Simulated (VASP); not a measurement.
# HfSi2N2 (P-3m1) in VASP: further runs

HfSi2N2 is run at these levels: PBE; tasks: single point, relaxation of cell and atoms.

Everything below comes from runs of VASP 6.6.1. Logs are shortened: lines on timing, memory, paths and dates and some standing lists are left out, and cuts for length are marked.

**1. The cell of the first run**

Symmetry: P-3m1, No. 164, trigonal system. Conventional cell: a = 2.904 Å, b = 2.904 Å, c = 9.910 Å, α = 90.00°, β = 90.00°, γ = 120.00°. Within 3.8 Å of Hf (site symmetry -3m) lie 6 Hf at 2.90 Å and 6 Si at 3.09 Å and 6 N at 3.61 Å. Si (site symmetry 3m) has 3 N at 1.78 Å within 2.4 Å. Within 2.4 Å of N (site symmetry 3m) lie 3 Si at 1.78 Å.

The cell was generated, and may not be a known phase.

**2. Single point, PBE**

The input, INCAR:

```
PREC = Accurate
ENCUT = 520
EDIFF = 1E-6
ISMEAR = 0
SIGMA = 0.1
LREAL = False
LASPH = True
NELM = 100
ALGO = Normal
ISIF = 2
LWAVE = False
LCHARG = True
GGA = PE
LELF = True
LVHAR = True
NBANDS = 22
```

The input, KPOINTS:

```
regular mesh
0
Gamma
  6 6 4
```

The input, POSCAR:

```
HfSi2N2
1.0
    2.9035068811      0.0000000000      0.0000000000
   -1.4517534406      2.5145107191      0.0000000000
    0.0000000000      0.0000000000      9.9095829738
Hf Si N
1 2 2
Direct
    0.0000000000      0.0000000000      0.0000000000
    0.6666666667      0.3333333333      0.7377448838
    0.3333333333      0.6666666667      0.2622551162
    0.6666666667      0.3333333333      0.3227165488
    0.3333333333      0.6666666667      0.6772834512
```

Potentials or basis: VASP PAW PBE potentials, release 64 (Hf_pv, Si, N).

Command:

```bash
cat potpaw_PBE.64/Hf_pv/POTCAR potpaw_PBE.64/Si/POTCAR potpaw_PBE.64/N/POTCAR > POTCAR
mpirun -np 1 vasp_std > vasp.out
```

OUTCAR:

```text
PREC = Accurate
   ENCUT = 520
   EDIFF = 1E-6
   ISMEAR = 0
   LREAL = False
   LASPH = True
   NELM = 100
   ISIF = 2
   GGA = PE

 ion  position               nearest neighbor table
   1  0.000  0.000  0.000-   2 3.09   3 3.09   2 3.09   3 3.09   2 3.09   3 3.09
   2  0.667  0.333  0.738-   5 1.78   5 1.78   5 1.78   1 3.09   1 3.09   1 3.09
   3  0.333  0.667  0.262-   4 1.78   4 1.78   4 1.78   1 3.09   1 3.09   1 3.09
   4  0.667  0.333  0.323-   3 1.78   3 1.78   3 1.78
   5  0.333  0.667  0.677-   2 1.78   2 1.78   2 1.78

  LATTYP: Found a hexagonal cell.
 ALAT       =     2.9035068811
 C/A-ratio  =     3.4129703767

  Lattice vectors:

 A1 = (   2.9035068811,   0.0000000000,   0.0000000000)
 A2 = (  -1.4517534406,   2.5145107191,   0.0000000000)
 A3 = (   0.0000000000,   0.0000000000,   9.9095829738)

Analysis of symmetry for initial positions (statically):
=====================================================================
 Subroutine PRICEL returns:
 Original cell was already a primitive cell.

 Routine SETGRP: Setting up the symmetry group for a
 hexagonal supercell.

 Subroutine GETGRP returns: Found 12 space group operations
 (whereof 12 operations were pure point group operations)
 out of a pool of 24 trial point group operations.

The static configuration has the point symmetry D_3d.

Analysis of symmetry for dynamics (positions and initial velocities):
=====================================================================
 Subroutine PRICEL returns:
 Original cell was already a primitive cell.

 Routine SETGRP: Setting up the symmetry group for a
 hexagonal supercell.

 Subroutine GETGRP returns: Found 12 space group operations
 (whereof 12 operations were pure point group operations)
 out of a pool of 24 trial point group operations.

The dynamic configuration has the point symmetry D_3d.

 Subroutine INISYM returns: Found 12 space group operations
 (whereof 12 operations are pure point group operations),
 and found     1 'primitive' translations

----------------------------------------------------------------------------------------

                                     Primitive cell

  volume of cell :      72.3489

  direct lattice vectors                    reciprocal lattice vectors
     2.903506881  0.000000000  0.000000000     0.344411100  0.198845842  0.000000000
    -1.451753441  2.514510719  0.000000000     0.000000000  0.397691683  0.000000000
     0.000000000  0.000000000  9.909582974     0.000000000  0.000000000  0.100912420

  length of vectors
[... 89 lines left out ...]
   EDIFFG = 0.1E-04   stopping-criterion for IOM
   NSW    =      0    number of steps for IOM
   IBRION =     -1    ionic relax: 0-MD 1-quasi-New 2-CG
   NFREE  =      0    steps in history (QN), initial steepest desc. (CG)
   ISIF   =      2    stress and relaxation
   ISYM   =      2    0-nonsym 1-usesym 2-fastsym
   POTIM  = 0.5000    time-step for ionic-motion
   TEBEG  =    0.0;   TEEND  =   0.0 temperature during run
   PSTRESS=    0.0 pullay stress
   NELECT =      28.0000    total number of electrons
   NUPDOWN=      -1.0000    fix difference up-down
   EMIN   =  10.00;   EMAX   =-10.00  energy-range for DOS
   EFERMI =   0.00;   METHOD = LEGACY
   ISMEAR =     0;   SIGMA  =   0.10  broadening in eV -4-tet -1-fermi 0-gaus
   EFERMI_NEDOS =   21; number of points for ismear=-14 and -15
   IALGO  =     38    algorithm
   IMIX   =      4    mixing-type and parameters
     AMIX     =   0.40;   BMIX     =  1.00
     AMIX_MAG =   1.60;   BMIX_MAG =  1.00
  volume/ion in A,a.u.               =      14.47        97.65
  Fermi-wavevector in a.u.,A,eV,Ry     =   1.193027  2.254494 19.365354  1.423313
  Thomas-Fermi vector in A             =   2.329051
   LORBIT       =      0    0 simple, 1 ext, 2 COOP (PROOUT), +10 PAW based schemes
   GGA     = PE    functional components
   LHFCALC =     F    Hartree Fock is set to
   AEXX    =    0.0000 exact exchange contribution
   IVDW    =     0    specifies the selected vdW correction
   LEPSILON=     F    determine dielectric tensor
   LRPA    =     F    only Hartree local field effects (RPA)
 non-spin polarized calculation
 Gauss-broadening in eV      SIGMA  =   0.10
  energy-cutoff  :      520.00
  volume of cell :       72.35
 maximum number of plane-waves:      2004
 NGX is ok and might be reduce to    24
   NGX = 11   NGY = 11   NGZ = 37

 number of electron      28.0000001 magnetization

 Free energy of the ion-electron system (eV)
  ---------------------------------------------------
  ext. energy  EPLUGINS =         0.00000000
  ---------------------------------------------------
  free energy    TOTEN  =       -39.09966023 eV

  energy without entropy =      -39.09327692  energy(sigma->0) =      -39.09646857

 E-fermi :   5.8450     XC(G=0): -10.3866

 val. band max:        5.8053390005   @ k =   0.1667   0.1667   0.0000
 cond. band min:       5.9752447169   @ k =   0.3333   0.3333   0.0000
 fundamental gap:      0.1699057164
 Fermi energy:         5.8449659441

 k-point     1 :       0.0000    0.0000    0.0000
  band No.  band energies     occupation
      1     -24.6622      2.00000
      2     -23.7334      2.00000
      3     -23.7334      2.00000
      4     -12.4486      2.00000
      5     -12.3867      2.00000
      6      -2.3822      2.00000
[... 589 lines left out ...]
     21      14.2818      0.00000
     22      14.2821      0.00000

------------------------ aborting loop because EDIFF is reached ----------------------------------------

  FORCE on cell =-STRESS in cart. coord.  units (eV):
  Direction    XX          YY          ZZ          XY          YZ          ZX
  --------------------------------------------------------------------------------------
  -------------------------------------------------------------------------------------
  Total        0.0190117      0.0190117      0.0469362     -0.0000000      0.0000000     -0.0000000
  in kB        0.4210165      0.4210165      1.0394106     -0.0000000      0.0000000     -0.0000000
  external PRESSURE =       0.6271478 kB  Pullay stress =       0.0000000 kB

 VOLUME and BASIS-vectors are now :
 -----------------------------------------------------------------------------
  energy-cutoff  :      520.00
  volume of cell :       72.35
      direct lattice vectors                 reciprocal lattice vectors
     2.903506881  0.000000000  0.000000000     0.344411100  0.198845842  0.000000000
    -1.451753441  2.514510719  0.000000000     0.000000000  0.397691683  0.000000000
     0.000000000  0.000000000  9.909582974     0.000000000  0.000000000  0.100912420

 POSITION                                       TOTAL-FORCE (eV/Angst)
 -----------------------------------------------------------------------------------
      0.00000      0.00000      0.00000        -0.000000      0.000000     -0.000000
      1.45175      0.83817      7.31074        -0.000000      0.000000      0.006097
     -0.00000      1.67634      2.59884        -0.000000     -0.000000     -0.006097
      1.45175      0.83817      3.19799        -0.000000      0.000000     -0.008061
     -0.00000      1.67634      6.71160         0.000000     -0.000000      0.008061
 -----------------------------------------------------------------------------------
    total drift:                                0.000000      0.000000      0.000000

  FREE ENERGIE OF THE ION-ELECTRON SYSTEM (eV)
  ---------------------------------------------------
  free  energy   TOTEN  =       -39.0996602254 eV

  energy  without entropy=      -39.0932769211  energy(sigma->0) =      -39.09646857
```

OSZICAR:

```text
N       E                     dE             d eps       ncg     rms          rms(c)
DAV:   1     0.109581759083E+03    0.10958E+03   -0.13997E+04  1056   0.116E+03
DAV:   2    -0.346332825518E+02   -0.14422E+03   -0.13731E+03  1380   0.265E+02
DAV:   3    -0.430551039738E+02   -0.84218E+01   -0.83150E+01  1354   0.549E+01
DAV:   4    -0.432120266356E+02   -0.15692E+00   -0.15666E+00  1392   0.835E+00
DAV:   5    -0.432150782296E+02   -0.30516E-02   -0.30511E-02  1384   0.107E+00    0.401E+01
DAV:   6    -0.393448043218E+02    0.38703E+01   -0.21186E+01  1356   0.237E+01    0.318E+01
DAV:   7    -0.392057836609E+02    0.13902E+00   -0.52531E+00  1320   0.999E+00    0.855E+00
DAV:   8    -0.390962829440E+02    0.10950E+00   -0.50116E-01  1280   0.364E+00    0.328E+00
DAV:   9    -0.390997340518E+02   -0.34511E-02   -0.57558E-02  1316   0.119E+00    0.119E+00
DAV:  10    -0.390999174751E+02   -0.18342E-03   -0.96021E-03  1316   0.591E-01    0.589E-01
DAV:  11    -0.390996336444E+02    0.28383E-03   -0.11815E-03  1284   0.208E-01    0.813E-02
DAV:  12    -0.390996596020E+02   -0.25958E-04   -0.99427E-05  1284   0.587E-02    0.277E-02
DAV:  13    -0.390996583200E+02    0.12820E-05   -0.17971E-05  1352   0.257E-02    0.716E-03
DAV:  14    -0.390996600114E+02   -0.16913E-05   -0.27225E-06  1282   0.104E-02    0.269E-03
DAV:  15    -0.390996602254E+02   -0.21409E-06   -0.29404E-07   972   0.323E-03
   1 F= -.39099660E+02 E0= -.39096469E+02  d E =-.638330E-02
```

stdout:

```text
POSCAR found type information on POSCAR HfSiN
 POSCAR found :  3 types and       5 ions
 scaLAPACK will be used
 LDA part: xc-table for (Slater+PW92), standard interpolation
 POSCAR, INCAR and KPOINTS ok, starting setup
 FFT: planning ... GRIDC
 FFT: planning ... GRID_SOFT
 FFT: planning ... GRID
 WAVECAR not read
 entering main loop
```

It took 27 s on 1 thread of Intel Xeon Platinum 8559C (Emerald Rapids), shared host; peak memory 0.21 GiB.

Results:

```
Free energy            : -39.0997 eV
Pressure               : 0.1 GPa
Largest force          : 0.008 eV/Å
Band gap on the k mesh : zero (bands 14 and 15 overlap by 0.42 eV)
```

Forces on the atoms (eV/Å):
```
Hf   0.000  0.000  0.000
Si   0.000  0.000  0.006
Si   0.000  0.000 -0.006
N    0.000  0.000 -0.008
N    0.000  0.000  0.008
```

Levels at points of the mesh, in eV from the Fermi level:
```csv
k point,band 10,band 11,band 12,band 13,band 14,band 15,band 16,band 17,band 18,band 19
"(0.00, 0.00, 0.00)",-3.47,-3.46,-3.46,-1.16,-0.62,1.95,1.95,4.29,4.73,5.16
"(0.50, 0.00, 0.00)",-4.30,-3.83,-3.49,-1.58,-0.92,-0.10,1.42,3.48,3.54,4.56
"(0.00, 0.00, 0.50)",-3.46,-3.46,-3.46,-1.27,-0.68,1.95,1.95,4.44,4.66,5.16
"(0.50, 0.00, 0.50)",-4.41,-3.69,-3.46,-1.55,-1.04,-0.25,1.62,3.53,3.53,4.51
```

Caveat: the k points lie up to 0.42 Å⁻¹ apart; spin-orbit coupling is left out, which moves the levels of the heavy elements.

**3. Single point, PBE**

This run uses another cell than the first one, of 14.65 Å³/atom.

The input, INCAR:

```
PREC     = Accurate       # precision mode
ENCUT    = 520            # plane-wave cutoff, eV
EDIFF    = 1E-7           # SCF threshold, eV
ISMEAR   = 0              # smearing method
SIGMA    = 0.1            # smearing width, eV
LREAL    = F              # projectors in reciprocal space
LASPH    = T              # aspherical terms in the spheres
NELM     = 80             # most SCF steps
ALGO     = Normal         # electronic algorithm
ISIF     = 2              # what is computed and relaxed
LWAVE    = F              # write WAVECAR
LCHARG   = F              # write CHGCAR
GGA      = PE             # functional
NBANDS   = 22             # bands
```

KPOINTS is that of step 2.

The input, POSCAR:

```
HfSi2N2
1.0
    3.6668115400      0.0000000000      0.0000000000
   -1.8334057700      3.1755519400      0.0000000000
    0.0000000000      0.0000000000      6.2927581500
Hf Si N
1 2 2
Direct
    0.0000000000      0.0000000000      0.0000000000
    0.6666666700      0.3333333300      0.7315714400
    0.3333333300      0.6666666700      0.2684285600
    0.6666666700      0.3333333300      0.3696880300
    0.3333333300      0.6666666700      0.6303119700
```

Potentials or basis: VASP PAW PBE potentials, release 64 (Hf_pv, Si, N).

Command:

```bash
cat potpaw_PBE.64/Hf_pv/POTCAR potpaw_PBE.64/Si/POTCAR potpaw_PBE.64/N/POTCAR > POTCAR
mpirun -np 1 vasp_std > vasp.out
```

It took 25 s on 1 thread of Intel Xeon Platinum 8559C (Emerald Rapids), shared host; peak memory 0.2 GiB.

The run converged. Its results:

```
Free energy            : -34.2144 eV
Pressure               : -16.2 GPa
Largest force          : 3.462 eV/Å
Band gap on the k mesh : zero (bands 14 and 15 overlap by 1.93 eV)
```

Forces on the atoms (eV/Å):
```
Hf   0.000  0.000  0.000
Si   0.000  0.000 -3.462
Si   0.000  0.000  3.462
N    0.000  0.000 -1.287
N    0.000  0.000  1.287
```

Stress tensor (GPa, compression positive):
```
-16.95   0.00   0.00
  0.00 -16.95   0.00
  0.00   0.00 -14.82
```

Levels at points of the mesh, in eV from the Fermi level:
```csv
k point,band 10,band 11,band 12,band 13,band 14,band 15,band 16,band 17,band 18,band 19
"(0.00, 0.00, 0.00)",-3.24,-2.46,-2.46,-1.30,-0.85,-0.85,-0.05,1.21,1.21,2.50
"(0.50, 0.00, 0.00)",-4.82,-3.86,-3.60,-0.78,0.25,0.82,0.85,1.57,2.89,3.36
"(0.00, 0.00, 0.50)",-3.26,-2.99,-2.82,-2.82,-0.98,-0.98,0.63,1.52,1.52,3.00
"(0.50, 0.00, 0.50)",-3.64,-3.16,-2.67,-2.41,-1.54,0.34,1.38,1.72,3.22,3.31
```

Caveat: the cell stands under tension; spin-orbit coupling is left out, which moves the levels of the heavy elements; forces of over 1 eV/Å act on the atoms, so gaps and moduli don't describe the material at rest.

**4. Relaxation of cell and atoms, PBE**

This run uses another cell than the first one, of 14.65 Å³/atom.

The input, INCAR:

```
PREC = Accurate
ENCUT = 600
EDIFF = 1E-7
ISMEAR = 0
SIGMA = 0.1
LREAL = False
LASPH = True
NELM = 80
ALGO = Normal
ISIF = 3
LWAVE = False
LCHARG = False
GGA = PE
IBRION = 2
NSW = 90
EDIFFG = -0.04
```

The input, KPOINTS:

```
Automatic mesh
0
Gamma
  6 6 4
```

POSCAR is that of step 3.

Command:

```bash
cat potpaw_PBE.64/Hf_pv/POTCAR potpaw_PBE.64/Si/POTCAR potpaw_PBE.64/N/POTCAR > POTCAR
mpirun -np 1 vasp_std > vasp.out
```

Wall time 16 min (1 thread of Intel Xeon Platinum 8559C (Emerald Rapids), shared host); peak memory 0.23 GiB.

It converged, with:

* Free energy: -38.8775 eV
* Relaxed volume: 13.03 Å³/atom
* Relaxed cell: a = 2.917 Å, b = 2.917 Å, c = 8.841 Å, α = 90.00°, β = 90.00°, γ = 120.00°
* Space group after relaxing (to 0.1 Å): P-3m1 (No. 164)
* Energy gained by relaxing: 932.0 meV/atom
* Ionic steps: 53
* Pressure after relaxing: -0.1 GPa
* Largest force after relaxing: 0.017 eV/Å
* Band gap on the k mesh: zero (bands 14 and 15 overlap by 0.60 eV)

Forces on the atoms (eV/Å):
```
Hf   0.000  0.000  0.000
Si   0.000  0.000  0.017
Si   0.000  0.000 -0.017
N    0.000  0.000 -0.010
N    0.000  0.000  0.010
```

Step by step:
```csv
step,energy change (eV),largest force (eV/Å),pressure (GPa),volume (Å³)
1,0.0000,3.4626,-16.30,73.27
3,-1.7618,2.5391,12.03,57.41
5,-2.1939,0.5599,5.89,58.99
7,-2.2508,0.4579,-0.88,61.50
9,-2.2769,0.1466,0.55,61.54
11,-2.3810,0.1739,0.09,62.03
13,-3.0100,2.3833,0.52,63.53
15,-3.0076,2.8607,1.09,63.63
17,-3.0188,2.9904,1.03,63.74
19,-3.0238,3.6460,1.04,64.21
21,-3.0437,3.3528,0.92,64.06
23,-3.1599,2.9882,0.09,64.19
25,-3.4994,1.7520,-2.01,64.68
27,-3.7014,0.8820,-2.14,65.26
29,-3.7224,0.8923,-1.66,64.97
31,-3.8623,0.8262,2.75,62.23
33,-3.9321,1.4133,11.25,58.64
35,-4.0140,1.4323,12.13,58.10
37,-4.1499,1.3484,11.50,58.08
39,-4.4776,1.0178,-5.60,64.57
41,-4.6370,0.2649,0.28,64.17
43,-4.6428,0.2833,0.51,64.33
45,-4.6520,0.1194,-0.22,64.86
47,-4.6523,0.2662,0.00,64.87
49,-4.6588,0.0381,0.76,64.73
51,-4.6597,0.0410,-0.07,65.09
53,-4.6599,0.0166,-0.07,65.14
```

Final structure:
```cif
data_structure
_symmetry_space_group_name_H-M 'P 1'
_symmetry_Int_Tables_number 1
_cell_length_a 2.9167
_cell_length_b 2.9167
_cell_length_c 8.8409
_cell_angle_alpha 90.000
_cell_angle_beta 90.000
_cell_angle_gamma 120.000
_cell_volume 65.14
loop_
_atom_site_label
_atom_site_type_symbol
_atom_site_fract_x
_atom_site_fract_y
_atom_site_fract_z
_atom_site_occupancy
Hf1 Hf 0.00000 0.00000 0.00000 1
Si1 Si 0.66667 0.33333 0.71536 1
Si2 Si 0.33333 0.66667 0.28464 1
N1 N 0.66667 0.33333 0.35204 1
N2 N 0.33333 0.66667 0.64796 1
```

Levels at points of the mesh, in eV from the Fermi level:
```csv
k point,band 10,band 11,band 12,band 13,band 14,band 15,band 16,band 17,band 18
"(0.00, 0.00, 0.00)",-3.76,-3.65,-3.65,-1.36,-0.04,1.84,1.84,4.34,4.36
"(0.50, 0.00, 0.00)",-4.41,-4.36,-3.78,-1.71,-0.90,0.00,1.08,3.28,3.37
"(0.00, 0.00, 0.50)",-3.75,-3.66,-3.66,-1.61,-0.20,1.84,1.84,4.21,4.87
"(0.50, 0.00, 0.50)",-4.92,-3.71,-3.58,-1.56,-1.41,-0.58,1.73,3.26,4.26
```

Caveat: a cell axis changed by over 15 % at a fixed basis, so the end point is rough; spin-orbit coupling is left out, which moves the levels of the heavy elements.

**5. Overview**

| task | cell | cutoff (eV) | gap on the mesh (eV) | pressure (GPa) | largest force (eV/Å) |
| --- | --- | --- | --- | --- | --- |
| single point | a = 2.904, b = 2.904, c = 9.910 Å, angles 90.0, 90.0, 120.0°, 5 atoms, atomic positions A | 520 | none | 0.1 | 0.01 |
| single point | a = 3.667, b = 3.667, c = 6.293 Å, angles 90.0, 90.0, 120.0°, 5 atoms, atomic positions B | 520 | none | -16.2 | 3.46 |
| relaxation of cell and atoms | relaxed from a = 3.667, b = 3.667, c = 6.293 Å, angles 90.0, 90.0, 120.0°, 5 atoms, atomic positions B | 600 | none | -0.1 | 0.02 |

Alike in all rows: level PBE; potentials or basis VASP PAW PBE potentials, release 64 (Hf_pv, Si, N); no spin polarisation; k mesh 6 × 6 × 4; smearing gaussian 0.1 eV.

Caveats: some runs use coarse meshes; spin-orbit coupling is left out, which moves the levels of the heavy elements; the cell stands under tension (at least some runs); forces of over 1 eV/Å act on the atoms, so gaps and moduli don't describe the material at rest (at least some runs); a cell axis changed by over 15 % at a fixed basis, so the end point is rough (at least some runs).

Absolute energies hang on the potentials; compare differences alone.

The gap in the log of VASP goes by the Fermi energy; the results here count the filled bands.